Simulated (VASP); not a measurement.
# Cd (Fm-3m) in VASP: a series of runs, part 2 of 2

VASP 6.6.1. Earlier steps stand in the parts before.

## 3. Relaxation of cell and atoms, LDA

This run uses another cell than the first one, of 21.59 Å³/atom, 0.966 times its volume.

The input, INCAR:

```
SYSTEM = Cd
ALGO     = Normal         ! electronic algorithm
EDIFF    = 1E-7           ! SCF threshold, eV
EDIFFG   = -0.01          ! ionic threshold
ENCUT    = 600            ! plane-wave cutoff, eV
IBRION   = 2              ! ionic algorithm
ISIF     = 3              ! what is computed and relaxed
ISMEAR   = -1             ! smearing method
LASPH    = .True.         ! aspherical terms in the spheres
LCHARG   = .False.        ! write CHGCAR
LREAL    = .False.        ! projectors in reciprocal space
LWAVE    = .False.        ! write WAVECAR
NELM     = 100            ! most SCF steps
NSW      = 80             ! ionic steps
PREC     = Accurate       ! precision mode
SIGMA    = 0.1            ! smearing width, eV
```

The input, KPOINTS:

```
k-points
0
Gamma
  12 12 12
  0 0 0
```

The input, POSCAR:

```
Cd
1.0
    0.0000000000      2.2099191412      2.2099191412
    2.2099191412      0.0000000000      2.2099191412
    2.2099191412      2.2099191412      0.0000000000
Cd
1
Direct
    0.0000000000      0.0000000000      0.0000000000
```

Potentials or basis: VASP PAW LDA potentials, release 64 (Cd).

Started as:

```console
$ cat potpaw_LDA.64/Cd/POTCAR > POTCAR
$ mpirun -np 1 vasp_std > vasp.out
```

OUTCAR:

```text
SYSTEM = Cd
   EDIFF = 1E-7
   EDIFFG = -0.01
   ENCUT = 600
   IBRION = 2
   ISIF = 3
   ISMEAR = -1
   LASPH = .True.
   LREAL = .False.
   NELM = 100
   NSW = 80
   PREC = Accurate

 ion  position               nearest neighbor table
   1  0.000  0.000  0.000-

  LATTYP: Found a face centered cubic cell.
 ALAT       =     4.4198382824

  Lattice vectors:

 A1 = (   0.0000000000,   2.2099191412,   2.2099191412)
 A2 = (   2.2099191412,   0.0000000000,   2.2099191412)
 A3 = (   2.2099191412,   2.2099191412,   0.0000000000)

Analysis of symmetry for initial positions (statically):
=====================================================================
 Subroutine PRICEL returns:
 Original cell was already a primitive cell.

 Routine SETGRP: Setting up the symmetry group for a
 face centered cubic supercell.

 Subroutine GETGRP returns: Found 48 space group operations
 (whereof 48 operations were pure point group operations)
 out of a pool of 48 trial point group operations.

The static configuration has the point symmetry O_h .

Analysis of symmetry for dynamics (positions and initial velocities):
=====================================================================
 Subroutine PRICEL returns:
 Original cell was already a primitive cell.

 Routine SETGRP: Setting up the symmetry group for a
 face centered cubic supercell.

 Subroutine GETGRP returns: Found 48 space group operations
 (whereof 48 operations were pure point group operations)
 out of a pool of 48 trial point group operations.

The dynamic configuration has the point symmetry O_h .

 Subroutine INISYM returns: Found 48 space group operations
 (whereof 48 operations are pure point group operations),
 and found     1 'primitive' translations

----------------------------------------------------------------------------------------

                                     Primitive cell

  volume of cell :      21.5854

  direct lattice vectors                    reciprocal lattice vectors
     0.000000000  2.209919141  2.209919141    -0.226252622  0.226252622  0.226252622
     2.209919141  0.000000000  2.209919141     0.226252622 -0.226252622  0.226252622
     2.209919141  2.209919141  0.000000000     0.226252622  0.226252622 -0.226252622

  length of vectors
     3.125297621  3.125297621  3.125297621     0.391881037  0.391881037  0.391881037

  position of ions in fractional coordinates (direct lattice)
     0.000000000  0.000000000  0.000000000

  ion indices of the primitive-cell ions
   primitive index   ion index
                 1           1

----------------------------------------------------------------------------------------

 KPOINTS: k-points

Automatic generation of k-mesh.
 Grid dimensions read from file:
 generate k-points for:   12   12   12

 Generating k-lattice:

  Cartesian coordinates                     Fractional coordinates (reciprocal lattice)
    -0.018854385  0.018854385  0.018854385     0.083333333  0.000000000  0.000000000
     0.018854385 -0.018854385  0.018854385     0.000000000  0.083333333  0.000000000
     0.018854385  0.018854385 -0.018854385     0.000000000  0.000000000  0.083333333

  Length of vectors
[... 44 lines left out ...]
   NGXF,Y,Z  is equivalent  to a cutoff of  29.79, 29.79, 29.79 a.u.
 SYSTEM =  Cd
   PREC   = accura    normal or accurate (medium, high low for compatibility)
   ISTART =      0    job   : 0-new  1-cont  2-samecut
   ICHARG =      2    charge: 1-file 2-atom 10-const
   ISPIN  =      1    spin polarized calculation?
   LNONCOLLINEAR =      F non collinear calculations
   LSORBIT =      F    spin-orbit coupling
   LASPH  =      T    aspherical Exc in radial PAW
   ENCUT  =  600.0 eV  44.10 Ry    6.64 a.u.   6.24  6.24  6.24*2*pi/ulx,y,z
   NELM   =    100;   NELMIN=  2; NELMDL= -5     # of ELM steps
   EDIFF  = 0.1E-06   stopping-criterion for ELM
   LREAL  =      F    real-space projection
   EDIFFG = -.1E-01   stopping-criterion for IOM
   NSW    =     80    number of steps for IOM
   IBRION =      2    ionic relax: 0-MD 1-quasi-New 2-CG
   NFREE  =      1    steps in history (QN), initial steepest desc. (CG)
   ISIF   =      3    stress and relaxation
   ISYM   =      2    0-nonsym 1-usesym 2-fastsym
   POTIM  = 0.5000    time-step for ionic-motion
   TEBEG  =    0.0;   TEEND  =   0.0 temperature during run
   PSTRESS=    0.0 pullay stress
   NELECT =      12.0000    total number of electrons
   NUPDOWN=      -1.0000    fix difference up-down
   EMIN   =  10.00;   EMAX   =-10.00  energy-range for DOS
   EFERMI =   0.00;   METHOD = LEGACY
   ISMEAR =    -1;   SIGMA  =   0.10  broadening in eV -4-tet -1-fermi 0-gaus
   EFERMI_NEDOS =   21; number of points for ismear=-14 and -15
   IALGO  =     38    algorithm
   IMIX   =      4    mixing-type and parameters
     AMIX     =   0.40;   BMIX     =  1.00
     AMIX_MAG =   1.60;   BMIX_MAG =  1.00
  volume/ion in A,a.u.               =      21.59       145.67
  Fermi-wavevector in a.u.,A,eV,Ry     =   1.346115  2.543789 24.654109  1.812026
  Thomas-Fermi vector in A             =   2.473973
   LORBIT       =      0    0 simple, 1 ext, 2 COOP (PROOUT), +10 PAW based schemes
   GGA     = CA    functional components
   LHFCALC =     F    Hartree Fock is set to
   AEXX    =    0.0000 exact exchange contribution
   IVDW    =     0    specifies the selected vdW correction
   LEPSILON=     F    determine dielectric tensor
   LRPA    =     F    only Hartree local field effects (RPA)
 conjugate gradient relaxation of ions
 non-spin polarized calculation
  energy-cutoff  :      600.00
  volume of cell :       21.59
 maximum number of plane-waves:       745
 NGX is ok and might be reduce to    28
   NGX = 13   NGY = 13   NGZ = 13

--------------------------------------- Ionic step        1  -------------------------------------------

 number of electron      12.0000002 magnetization

 Free energy of the ion-electron system (eV)
  ---------------------------------------------------
  ext. energy  EPLUGINS =         0.00000000
  ---------------------------------------------------
  free energy    TOTEN  =        -1.48386842 eV

  energy without entropy =       -1.46958134  energy(sigma->0) =       -1.47672488

------------------------ aborting loop because EDIFF is reached ----------------------------------------

  FORCE on cell =-STRESS in cart. coord.  units (eV):
  Direction    XX          YY          ZZ          XY          YZ          ZX
  --------------------------------------------------------------------------------------
  -------------------------------------------------------------------------------------
  Total       -0.5349307     -0.5349307     -0.5349307      0.0000000     -0.0000000      0.0000000
  in kB      -39.7053426    -39.7053426    -39.7053426      0.0000000     -0.0000000      0.0000000
  external PRESSURE =     -39.7053426 kB  Pullay stress =       0.0000000 kB
[... 57 lines left out ...]
--------------------------------------- Ionic step        3  -------------------------------------------

 number of electron      12.0000001 magnetization

 Free energy of the ion-electron system (eV)
  ---------------------------------------------------
  ext. energy  EPLUGINS =         0.00000000
  ---------------------------------------------------
  free energy    TOTEN  =        -1.50377816 eV

  energy without entropy =       -1.49033565  energy(sigma->0) =       -1.49705690

 E-fermi :   3.1791     XC(G=0): -11.7683

 val. band max:        3.0882083697   @ k =  -0.4167   0.3333   0.0000
 cond. band min:       3.2432929944   @ k =  -0.4167   0.0833   0.0000
 fundamental gap:      0.1550846247
 Fermi energy:         3.1791045898

 k-point     1 :       0.0000    0.0000    0.0000
  band No.  band energies     occupation
      1      -6.2367      2.00000
      2      -6.1020      2.00000
      3      -6.1020      2.00000
      4      -6.1020      2.00000
      5      -5.5504      2.00000
      6      -5.5504      2.00000
      7      17.4863      0.00000
      8      18.9074      0.00000
      9      18.9074      0.00000
     10      18.9074      0.00000
[... 287 lines left out ...]
 k-point    24 :      -0.4167    0.1667    0.0000
  band No.  band energies     occupation
      1      -6.5232      2.00000
      2      -6.1720      2.00000
      3      -5.8875      2.00000
      4      -5.4627      2.00000
      5      -5.1718      2.00000
      6       1.1375      2.00000
      7       2.8889      1.89591
      8      11.5437      0.00000
      9      14.7322      0.00000
     10      16.2045      0.00000

 [... further k-points ...]

------------------------ aborting loop because EDIFF is reached ----------------------------------------

  FORCE on cell =-STRESS in cart. coord.  units (eV):
  Direction    XX          YY          ZZ          XY          YZ          ZX
  --------------------------------------------------------------------------------------
  -------------------------------------------------------------------------------------
  Total        0.0017783      0.0017783      0.0017783     -0.0000000     -0.0000000      0.0000000
  in kB        0.1417534      0.1417534      0.1417534     -0.0000000     -0.0000000      0.0000000
  external PRESSURE =       0.1417534 kB  Pullay stress =       0.0000000 kB
[... 16 lines left out ...]
  FREE ENERGIE OF THE ION-ELECTRON SYSTEM (eV)
  ---------------------------------------------------
  free  energy   TOTEN  =        -1.5037781581 eV

  energy  without entropy=       -1.4903356455  energy(sigma->0) =       -1.49705690

 reached required accuracy - stopping structural energy minimisation
```

Wall time 62 s (1 thread of AMD EPYC 7R43 (Zen 3), shared host); peak memory 0.12 GiB.

What came out:

```
Free energy                            : -1.5038 eV
Relaxed volume                         : 20.10 Å³/atom
Relaxed cell                           : a = 3.052 Å, b = 3.052 Å, c = 3.052 Å, α = 60.00°, β = 60.00°, γ = 60.00°
Space group after relaxing (to 0.05 Å) : Fm-3m (No. 225)
Energy gained by relaxing              : 19.9 meV/atom
Ionic steps                            : 3
Pressure after relaxing                : 0.0 GPa
Band gap on the k mesh                 : zero (band 6 reaches 5.34 eV, above the bottom of band 7 at 2.00 eV)
```

The path:
```
step  energy change (eV)  largest force (eV/Å)  pressure (GPa)  volume (Å³)
   1              0.0000                0.0000           -3.97        21.59
   2             -0.0197                0.0000            0.50        19.96
   3             -0.0199                0.0000            0.01        20.10
```

Final structure:
```cif
data_structure
_symmetry_space_group_name_H-M 'P 1'
_symmetry_Int_Tables_number 1
_cell_length_a 3.0519
_cell_length_b 3.0519
_cell_length_c 3.0519
_cell_angle_alpha 60.000
_cell_angle_beta 60.000
_cell_angle_gamma 60.000
_cell_volume 20.10
loop_
_atom_site_label
_atom_site_type_symbol
_atom_site_fract_x
_atom_site_fract_y
_atom_site_fract_z
_atom_site_occupancy
Cd1 Cd 0.00000 0.00000 0.00000 1
```

## 4. Single point, LDA

This run uses another cell than the first one, of 19.96 Å³/atom, 0.893 times its volume.

The input, INCAR:

```
SYSTEM = Cd
  ALGO = Normal
  EDIFF = 1E-7
  ENCUT = 520
  GGA = CA
  ISIF = 2
  ISMEAR = -1
  LASPH = .TRUE.
  LCHARG = .TRUE.
  LELF = .TRUE.
  LREAL = .FALSE.
  LVHAR = .TRUE.
  LWAVE = .FALSE.
  NBANDS = 12
  NELM = 60
  PREC = Accurate
  SIGMA = 0.1
```

The input, KPOINTS:

```
k-points
0
G
  21 21 21
  0 0 0
```

The input, POSCAR:

```
Cd
1.0
    0.0000000000      2.1528863529      2.1528863529
    2.1528863529      0.0000000000      2.1528863529
    2.1528863529      2.1528863529      0.0000000000
Cd
1
Direct
    0.0000000000      0.0000000000      0.0000000000
```

Started as:

```console
$ cat potpaw_LDA.64/Cd/POTCAR > POTCAR
$ mpirun -np 1 vasp_std > vasp.out
```

Wall time 84 s (1 thread of AMD EPYC 7R43 (Zen 3), shared host); peak memory 0.14 GiB.

The run converged. Its results:

```yaml
Free_energy: -1.5091 eV
Pressure: 0.6 GPa
Band_gap_on_the_k_mesh: zero (band 6 reaches 4.70 eV, above the bottom of band 7 at 2.14 eV)
```

Levels at points of the mesh, in eV from the Fermi level:
```
           k point  band 2  band 3  band 4  band 5  band 6  band 7  band 8  band 9  band 10  band 11
(0.00, 0.00, 0.00)   -9.32   -9.32   -9.32   -8.76   -8.76   14.31   15.78   15.78    15.78    19.44
```

## 5. Single point, LDA, non-collinear spin, zero start, spin-orbit coupling

This run uses another cell than the first one, of 19.96 Å³/atom, 0.893 times its volume.

The input, INCAR:

```
PREC = Accurate
ENCUT = 520
EDIFF = 1E-7
ISMEAR = -1
SIGMA = 0.1
LREAL = False
LASPH = True
NELM = 150
ALGO = Normal
ISIF = 2
LWAVE = False
LCHARG = False
MAGMOM = 0 0 0
LORBIT = 11
LSORBIT = True
GGA_COMPAT = False
LORBMOM = True
NBANDS = 23
```

The input, KPOINTS:

```
Automatic mesh
0
Gamma
  13 13 13
```

POSCAR is that of step 4.

Started as:

```console
$ cat potpaw_LDA.64/Cd/POTCAR > POTCAR
$ mpirun -np 1 vasp_ncl > vasp.out
```

Run time: 2 min. Hardware: 1 thread of AMD EPYC 7R43 (Zen 3), shared host; peak memory 0.16 GiB.

The run converged. Its results:

- Free energy: -1.5400 eV
- Pressure: 0.4 GPa
- Net moment: 0.00 μB per cell
- Valence electrons inside the program's atomic spheres: Cd 10.36

Moments on the atoms (μB; x, y, z):
```
Cd  0.00 0.00 0.00
```

## 6. Single point, LDA (volume scaled by 0.88)

The input, INCAR:

```
SYSTEM = Cd
  PREC = Accurate
  ENCUT = 540
  EDIFF = 1E-6
  ISMEAR = -1
  SIGMA = 0.1
  LREAL = .False.
  LASPH = .True.
  NELM = 120
  ALGO = Normal
  ISIF = 2
  LWAVE = .False.
  LCHARG = .False.
  NBANDS = 16
  GGA_COMPAT = .False.
```

The input, KPOINTS:

```
regular mesh
0
Gamma
  14 14 14
  0 0 0
```

The input, POSCAR:

```
Cd
1.0
    0.0000000000      2.0630764843      2.0630764843
    2.0630764843      0.0000000000      2.0630764843
    2.0630764843      2.0630764843      0.0000000000
Cd
1
Direct
    0.0000000000      0.0000000000      0.0000000000
```

Potentials or basis: VASP PAW LDA potentials, release 64 (Cd_sv_GW).

Started as:

```console
$ cat potpaw_LDA.64/Cd_sv_GW/POTCAR > POTCAR
$ mpirun -np 1 vasp_std > vasp.out
```

Run time: 16 s. Hardware: 1 thread of Intel Xeon Platinum 8488C (Sapphire Rapids), shared host; peak memory 0.16 GiB.

The run converged. Its results:

* Free energy: -1.4321 eV
* Pressure: 10.5 GPa
* Band gap on the k mesh: zero (band 10 reaches 10.04 eV, above the bottom of band 11 at 7.72 eV)

Levels at points of the mesh, in eV from the Fermi level:
```
           k point  band 6  band 7  band 8  band 9  band 10  band 11  band 12  band 13  band 14  band 15
(0.00, 0.00, 0.00)   -9.86   -9.86   -9.86   -9.12    -9.12    13.51    16.32    16.32    16.32    20.99
(0.50, 0.00, 0.00)   -9.85   -9.85   -8.54   -8.54    -3.33    -0.95    12.80    14.05    14.05    18.67
(0.50, 0.50, 0.00)  -10.85   -8.57   -8.39   -8.39    -1.51     2.24     7.26     7.26    12.79    13.18
```

Caveat: the cell differs from its parent crystal (volume scaled by 0.88).

## 7. Single point, LDA (volume scaled by 0.92)

The input, INCAR:

```
PREC = Accurate
ENCUT = 540
EDIFF = 1E-6
ISMEAR = -1
SIGMA = 0.1
LREAL = False
LASPH = True
NELM = 120
ALGO = Normal
ISIF = 2
LWAVE = False
LCHARG = False
GGA = CA
NBANDS = 16
GGA_COMPAT = False
```

The input, KPOINTS:

```
Automatic mesh
0
Gamma
  14 14 14
```

The input, POSCAR:

```
Cd
1.0
    0.0000000000      2.0938732110      2.0938732110
    2.0938732110      0.0000000000      2.0938732110
    2.0938732110      2.0938732110      0.0000000000
Cd
1
Direct
    0.0000000000      0.0000000000      0.0000000000
```

Started as:

```console
$ cat potpaw_LDA.64/Cd_sv_GW/POTCAR > POTCAR
$ mpirun -np 1 vasp_std > vasp.out
```

It took 12 s on 1 thread of Intel Xeon 6975P-C (Granite Rapids), shared host; peak memory 0.16 GiB.

The run converged. Its results:

```yaml
Free_energy: -1.4843 eV
Pressure: 5.1 GPa
Band_gap_on_the_k_mesh: zero (band 10 reaches 9.44 eV, above the bottom of band 11 at 7.02 eV)
```

Levels at points of the mesh, in eV from the Fermi level:
```
           k point  band 8  band 9  band 10  band 11  band 12  band 13
(0.00, 0.00, 0.00)   -9.64   -8.97    -8.97    13.51    16.02    16.02
(0.50, 0.00, 0.00)   -8.44   -8.44    -3.08    -1.03    12.79    13.70
(0.50, 0.50, 0.00)   -8.30   -8.30    -1.33     2.06     7.15     7.15
```

Caveat: the cell differs from its parent crystal (volume scaled by 0.92).

## 8. Overview

```csv
task,potentials or basis,spin,cell,k mesh,cutoff (eV),second run,gap on the mesh (eV),pressure (GPa)
single point,"VASP PAW LDA potentials, release 64 (Cd)",off,"a = 3.162 Å, angles 60.0°, 1 atom",14 × 14 × 14,520,-,none,-5.4
relaxation of cell and atoms,"VASP PAW LDA potentials, release 64 (Cd)",off,"relaxed from a = 3.125 Å, angles 60.0°, 1 atom",12 × 12 × 12,600,-,none,0.0
single point,"VASP PAW LDA potentials, release 64 (Cd)",off,"a = 3.045 Å, angles 60.0°, 1 atom",21 × 21 × 21,520,-,none,0.6
single point,"VASP PAW LDA potentials, release 64 (Cd)","non-collinear, zero start, SOC","a = 3.045 Å, angles 60.0°, 1 atom",13 × 13 × 13,520,-,-,0.4
single point,"VASP PAW LDA potentials, release 64 (Cd_sv_GW)",off,"a = 2.918 Å, angles 60.0°, 1 atom",14 × 14 × 14,540,valence_matched,none,10.5
single point,"VASP PAW LDA potentials, release 64 (Cd_sv_GW)",off,"a = 2.961 Å, angles 60.0°, 1 atom",14 × 14 × 14,540,valence_matched,none,5.1
```

Alike in all rows: level LDA; smearing fermi-dirac 0.1 eV.

Absolute energies hang on the potentials; compare differences alone.
